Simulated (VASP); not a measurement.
# Zn2Cd3O5 (I-4m2) in VASP: notebook

The runs below take Zn2Cd3O5 through single point, with PBE.

All numbers are computed with VASP 6.6.1; they aren't measurements. Logs are shortened: lines on timing, memory, paths and dates and some standing lists are left out, and cuts for length are marked.

### Step 1. The cell of the first run

The structure is tetragonal, space group I-4m2 (No. 119). The conventional cell has a = 3.454 Å, b = 3.454 Å, c = 24.974 Å, α = 90.00°, β = 90.00°, γ = 90.00°. Within 2.7 Å of Zn (site symmetry 2mm) lie 4 O at 2.02 Å. Cd (site symmetry -4m2) has 4 O at 2.21 Å within 2.9 Å. Within 2.9 Å of Cd (site symmetry 2mm) lie 4 O at 2.21 Å. Within 2.7 Å of O (site symmetry 2mm) lie 2 Zn at 2.02 Å and 2 Cd at 2.21 Å. Within 2.9 Å of O (site symmetry -4m2) lie 4 Cd at 2.21 Å. Within 2.7 Å of O (site symmetry 2mm) lie 2 Zn at 2.02 Å and 2 Cd at 2.21 Å.

### Step 2. Single point, PBE

File INCAR:

```
SYSTEM = Zn2Cd3O5
ALGO = Normal ; EDIFF = 1E-6
ENCUT = 520 ; GGA = PE
ISIF = 2 ; ISMEAR = 0
LASPH = .TRUE. ; LCHARG = .FALSE.
LREAL = .FALSE. ; LWAVE = .FALSE.
NBANDS = 56 ; NELM = 80
PREC = Accurate ; SIGMA = 0.2
```

File KPOINTS:

```
k-points
0
G
  6 6 6
  0 0 0
```

File POSCAR:

```
Zn2Cd3O5
1.0
    0.0000000000     -3.4536742000      0.0000000000
    3.4536742000      0.0000000000      0.0000000000
   -1.7268371000      1.7268371000     12.4867607000
Zn Cd O
2 3 5
Direct
    0.5973840000      0.5973840000      0.1947680000
    0.4026160000      0.4026160000      0.8052320000
    0.0000000000      0.0000000000      0.0000000000
    0.1947240000      0.1947240000      0.3894480000
    0.8052760000      0.8052760000      0.6105520000
    0.6392270000      0.1392270000      0.2784540000
    0.2500000000      0.7500000000      0.5000000000
    0.8607730000      0.3607730000      0.7215460000
    0.4445220000      0.9445220000      0.8890440000
    0.0554780000      0.5554780000      0.1109560000
```

Potentials or basis: VASP PAW PBE potentials, release 64 (Zn, Cd, O).

Command:

```
$ cat potpaw_PBE.64/Zn/POTCAR potpaw_PBE.64/Cd/POTCAR potpaw_PBE.64/O/POTCAR > POTCAR
$ mpirun -np 1 vasp_std > vasp.out
```

OUTCAR:

```text
SYSTEM = Zn2Cd3O5
   EDIFF = 1E-6
   ENCUT = 520
   GGA = PE
   ISIF = 2
   ISMEAR = 0
   LASPH = .TRUE.
   LREAL = .FALSE.
   NELM = 80
   PREC = Accurate

 ion  position               nearest neighbor table
   1  0.597  0.597  0.195-   6 2.02   6 2.02  10 2.02  10 2.02
   2  0.403  0.403  0.805-   8 2.02   8 2.02   9 2.02   9 2.02
   3  0.000  0.000  0.000-  10 2.21   9 2.21  10 2.21   9 2.21
   4  0.195  0.195  0.389-   7 2.21   7 2.21   6 2.21   6 2.21   5 3.69   5 3.69   5 3.69   5 3.69

   5  0.805  0.805  0.611-   7 2.21   7 2.21   8 2.21   8 2.21   4 3.69   4 3.69   4 3.69   4 3.69

   6  0.639  0.139  0.278-   1 2.02   1 2.02   4 2.21   4 2.21
   7  0.250  0.750  0.500-   5 2.21   4 2.21   5 2.21   4 2.21
   8  0.861  0.361  0.722-   2 2.02   2 2.02   5 2.21   5 2.21
   9  0.445  0.945  0.889-   2 2.02   2 2.02   3 2.21   3 2.21
  10  0.055  0.555  0.111-   1 2.02   1 2.02   3 2.21   3 2.21

  LATTYP: Found a body centered tetragonal cell.
 ALAT       =     3.4536742000
 C/A-ratio  =     7.2310009439

  Lattice vectors:

 A1 = (  -1.7268371000,  -1.7268371000, -12.4867607000)
 A2 = (   1.7268371000,   1.7268371000, -12.4867607000)
 A3 = (   1.7268371000,  -1.7268371000,  12.4867607000)

Analysis of symmetry for initial positions (statically):
=====================================================================
 Subroutine PRICEL returns:
 Original cell was already a primitive cell.

 Routine SETGRP: Setting up the symmetry group for a
 body centered tetragonal supercell.

 Subroutine GETGRP returns: Found  8 space group operations
 (whereof  8 operations were pure point group operations)
 out of a pool of 16 trial point group operations.

The static configuration has the point symmetry D_2d.

Analysis of symmetry for dynamics (positions and initial velocities):
=====================================================================
 Subroutine PRICEL returns:
 Original cell was already a primitive cell.

 Routine SETGRP: Setting up the symmetry group for a
 body centered tetragonal supercell.

 Subroutine GETGRP returns: Found  8 space group operations
 (whereof  8 operations were pure point group operations)
 out of a pool of 16 trial point group operations.

The dynamic configuration has the point symmetry D_2d.

 Subroutine INISYM returns: Found  8 space group operations
 (whereof  8 operations are pure point group operations),
 and found     1 'primitive' translations
[... 118 lines left out ...]
   ISYM   =      2    0-nonsym 1-usesym 2-fastsym
   POTIM  = 0.5000    time-step for ionic-motion
   TEBEG  =    0.0;   TEEND  =   0.0 temperature during run
   PSTRESS=    0.0 pullay stress
   NELECT =      90.0000    total number of electrons
   NUPDOWN=      -1.0000    fix difference up-down
   EMIN   =  10.00;   EMAX   =-10.00  energy-range for DOS
   EFERMI =   0.00;   METHOD = LEGACY
   ISMEAR =     0;   SIGMA  =   0.20  broadening in eV -4-tet -1-fermi 0-gaus
   EFERMI_NEDOS =   21; number of points for ismear=-14 and -15
   IALGO  =     38    algorithm
   IMIX   =      4    mixing-type and parameters
     AMIX     =   0.40;   BMIX     =  1.00
     AMIX_MAG =   1.60;   BMIX_MAG =  1.00
  volume/ion in A,a.u.               =      14.89       100.51
  Fermi-wavevector in a.u.,A,eV,Ry     =   1.384049  2.615474 26.063210  1.915592
  Thomas-Fermi vector in A             =   2.508590
   LORBIT       =      0    0 simple, 1 ext, 2 COOP (PROOUT), +10 PAW based schemes
   GGA     = PE    functional components
   LHFCALC =     F    Hartree Fock is set to
   AEXX    =    0.0000 exact exchange contribution
   IVDW    =     0    specifies the selected vdW correction
   LEPSILON=     F    determine dielectric tensor
   LRPA    =     F    only Hartree local field effects (RPA)
 non-spin polarized calculation
 Gauss-broadening in eV      SIGMA  =   0.20
  energy-cutoff  :      520.00
  volume of cell :      148.94
 maximum number of plane-waves:      4067
 NGX is ok and might be reduce to    28

 number of electron      90.0000005 magnetization

 Free energy of the ion-electron system (eV)
  ---------------------------------------------------
  ext. energy  EPLUGINS =         0.00000000
  ---------------------------------------------------
  free energy    TOTEN  =       -40.70127110 eV

  energy without entropy =      -40.69554719  energy(sigma->0) =      -40.69840914

 E-fermi :   0.6558     XC(G=0): -10.3142

 val. band max:        0.4827938717   @ k =   0.0000   0.0000   0.0000
 cond. band min:       0.7156261406   @ k =   0.0000   0.0000   0.1667
 fundamental gap:      0.2328322690
 Fermi energy:         0.6557940290

 k-point     1 :       0.0000    0.0000    0.0000
  band No.  band energies     occupation
      1     -16.6762      2.00000
      2     -16.5781      2.00000
      3     -16.3035      2.00000
      4     -16.1283      2.00000
      5     -16.1271      2.00000
      6      -6.7210      2.00000
[... 1405 lines left out ...]
     55       8.9157      0.00000
     56       9.6096      0.00000

 [... further k-points ...]

------------------------ aborting loop because EDIFF is reached ----------------------------------------

  FORCE on cell =-STRESS in cart. coord.  units (eV):
  Direction    XX          YY          ZZ          XY          YZ          ZX
  --------------------------------------------------------------------------------------
  -------------------------------------------------------------------------------------
  Total        0.9535649      0.9535649      1.0259146      0.0000000      0.0000000      0.0000000
  in kB       10.2576605     10.2576605     11.0359383      0.0000000      0.0000000      0.0000000
  external PRESSURE =      10.5170864 kB  Pullay stress =       0.0000000 kB

 VOLUME and BASIS-vectors are now :
 -----------------------------------------------------------------------------
  energy-cutoff  :      520.00
  volume of cell :      148.94
      direct lattice vectors                 reciprocal lattice vectors
     0.000000000 -3.453674200  0.000000000     0.000000000 -0.289546709  0.040042411
     3.453674200  0.000000000  0.000000000     0.289546709  0.000000000  0.040042411
    -1.726837100  1.726837100 12.486760700     0.000000000  0.000000000  0.080084821

 POSITION                                       TOTAL-FORCE (eV/Angst)
 -----------------------------------------------------------------------------------
      1.72684     -1.72684      2.43202         0.000000      0.000000      0.000690
      0.00000     -0.00000     10.05474         0.000000      0.000000     -0.000690
      0.00000      0.00000      0.00000         0.000000      0.000000      0.000000
      0.00000      0.00000      4.86294         0.000000      0.000000      0.002141
      1.72684     -1.72684      7.62382         0.000000      0.000000     -0.002141
      0.00000     -1.72684      3.47699         0.000000     -0.000000     -0.051450
      1.72684      0.00000      6.24338         0.000000      0.000000      0.000000
      0.00000     -1.72684      9.00977        -0.000000      0.000000      0.051450
      1.72684      0.00000     11.10128         0.000000      0.000000     -0.048680
      1.72684      0.00000      1.38548         0.000000      0.000000      0.048680
 -----------------------------------------------------------------------------------
    total drift:                               -0.000025     -0.000025      0.000000

  FREE ENERGIE OF THE ION-ELECTRON SYSTEM (eV)
  ---------------------------------------------------
  free  energy   TOTEN  =       -40.7012711006 eV

  energy  without entropy=      -40.6955471887  energy(sigma->0) =      -40.69840914
```

OSZICAR:

```text
N       E                     dE             d eps       ncg     rms          rms(c)
DAV:   1     0.102204675192E+04    0.10220E+04   -0.44879E+04  3360   0.190E+03
DAV:   2     0.951778830270E+02   -0.92687E+03   -0.87873E+03  3456   0.513E+02
DAV:   3    -0.433632186959E+02   -0.13854E+03   -0.13477E+03  3672   0.186E+02
DAV:   4    -0.501315891750E+02   -0.67684E+01   -0.67157E+01  3864   0.452E+01
DAV:   5    -0.502053791771E+02   -0.73790E-01   -0.73765E-01  3656   0.505E+00    0.237E+01
DAV:   6    -0.404241944993E+02    0.97812E+01   -0.34453E+01  5744   0.733E+01    0.154E+01
DAV:   7    -0.408572067878E+02   -0.43301E+00   -0.82709E+00  3576   0.197E+01    0.102E+01
DAV:   8    -0.409805093872E+02   -0.12330E+00   -0.31418E+00  4064   0.103E+01    0.377E+00
DAV:   9    -0.406977488823E+02    0.28276E+00   -0.69591E-01  4848   0.694E+00    0.930E-01
DAV:  10    -0.406999941340E+02   -0.22453E-02   -0.15897E-01  3464   0.194E+00    0.242E-01
DAV:  11    -0.407009415227E+02   -0.94739E-03   -0.50866E-03  3904   0.490E-01    0.191E-01
DAV:  12    -0.407012086378E+02   -0.26712E-03   -0.77196E-04  3800   0.175E-01    0.705E-02
DAV:  13    -0.407012674458E+02   -0.58808E-04   -0.11363E-04  3952   0.782E-02    0.280E-02
DAV:  14    -0.407012691763E+02   -0.17306E-05   -0.15403E-05  4040   0.348E-02    0.183E-02
DAV:  15    -0.407012707116E+02   -0.15352E-05   -0.11333E-05  3624   0.182E-02    0.606E-03
DAV:  16    -0.407012711006E+02   -0.38899E-06   -0.15051E-06  2664   0.885E-03
   1 F= -.40701271E+02 E0= -.40698409E+02  d E =-.572391E-02
```

stdout:

```text
POSCAR found type information on POSCAR ZnCdO
 POSCAR found :  3 types and      10 ions
 scaLAPACK will be used
 LDA part: xc-table for (Slater+PW92), standard interpolation
 POSCAR, INCAR and KPOINTS ok, starting setup
 FFT: planning ... GRIDC
 FFT: planning ... GRID_SOFT
 FFT: planning ... GRID
 WAVECAR not read
 entering main loop
```

It took 2.7 min on 1 thread of AMD EPYC 9R45 (Zen 5), shared host; peak memory 0.34 GiB.

Results:

* Free energy: -40.7013 eV
* Pressure: 1.1 GPa
* Largest force: 0.051 eV/Å
* Band gap on the k mesh: zero (filled and empty bands touch)

Forces on the atoms (eV/Å):
```
Zn   0.000  0.000  0.001
Zn   0.000  0.000 -0.001
Cd   0.000  0.000  0.000
Cd   0.000  0.000  0.002
Cd   0.000  0.000 -0.002
O    0.000  0.000 -0.051
O    0.000  0.000  0.000
O    0.000  0.000  0.051
O    0.000  0.000 -0.049
O    0.000  0.000  0.049
```

Caveat: semilocal functionals underestimate gaps, and a narrow one can read as zero.

### Step 3. Single point, PBE

This run uses another cell than the first one, of the same volume but with other edges.

File INCAR:

```
ALGO = Normal ; EDIFF = 1E-6
ENCUT = 520 ; GGA = PE
ISIF = 2 ; ISMEAR = 0
LASPH = T ; LCHARG = F
LREAL = F ; LWAVE = F
NBANDS = 56 ; NELM = 80
PREC = Accurate ; SIGMA = 0.1
```

File KPOINTS:

```
k-points
0
Gamma
  8 8 8
```

File POSCAR:

```
Zn2Cd3O5
1.0
   -1.7268371000      1.7268371000     12.4867607000
    1.7268371000     -1.7268371000     12.4867607000
    1.7268371000      1.7268371000    -12.4867607000
Zn Cd O
2 3 5
Direct
    0.5973840000      0.5973840000      0.0000000000
    0.4026160000      0.4026160000      0.0000000000
    0.0000000000      0.0000000000      0.0000000000
    0.1947240000      0.1947240000      0.0000000000
    0.8052760000      0.8052760000      0.0000000000
    0.6392270000      0.1392270000      0.5000000000
    0.2500000000      0.7500000000      0.5000000000
    0.8607730000      0.3607730000      0.5000000000
    0.4445220000      0.9445220000      0.5000000000
    0.0554780000      0.5554780000      0.5000000000
```

Potentials or basis: VASP PAW PBE potentials, release 64 (Zn, Cd, O).

Command:

```
$ cat potpaw_PBE.64/Zn/POTCAR potpaw_PBE.64/Cd/POTCAR potpaw_PBE.64/O/POTCAR > POTCAR
$ mpirun -np 1 vasp_std > vasp.out
```

Run time: 77 min. Hardware: 1 thread of AMD EPYC 9R45 (Zen 5), shared host; peak memory 1.7 GiB.

It converged, with:

```yaml
Free_energy: -40.7041 eV
Pressure: 1.1 GPa
Largest_force: 0.049 eV/Å
Band_gap_on_the_k_mesh: zero (filled and empty bands touch)
```

Forces on the atoms (eV/Å):
```
Zn   0.000  0.000  0.001
Zn   0.000  0.000 -0.001
Cd   0.000  0.000  0.000
Cd   0.000  0.000  0.000
Cd   0.000  0.000  0.000
O    0.000  0.000 -0.049
O    0.000  0.000  0.000
O    0.000  0.000  0.049
O    0.000  0.000 -0.049
O    0.000  0.000  0.049
```

Stress tensor (GPa, compression positive):
```
1.03 0.00 0.00
0.00 1.03 0.00
0.00 0.00 1.13
```

Levels at points of the mesh, in eV from the Fermi level:
| k point | band 42 | band 43 | band 44 | band 45 | band 46 | band 47 | band 48 | band 49 |
| --- | --- | --- | --- | --- | --- | --- | --- | --- |
| (0.00, 0.00, 0.00) | -0.54 | -0.23 | -0.16 | -0.08 | -0.08 | 2.09 | 2.31 | 4.58 |
| (0.50, 0.00, 0.00) | -0.69 | -0.67 | -0.63 | -0.62 | 4.05 | 4.42 | 4.48 | 4.56 |
| (0.50, 0.50, 0.00) | -1.90 | -1.87 | -1.83 | -1.80 | 4.85 | 5.25 | 5.42 | 6.22 |
| (0.50, 0.50, 0.50) | -0.26 | -0.26 | -0.21 | -0.21 | 0.87 | 0.95 | 3.37 | 3.67 |

Caveat: semilocal functionals underestimate gaps, and a narrow one can read as zero.

The gap in the log of VASP goes by the Fermi energy; the results here count the filled bands.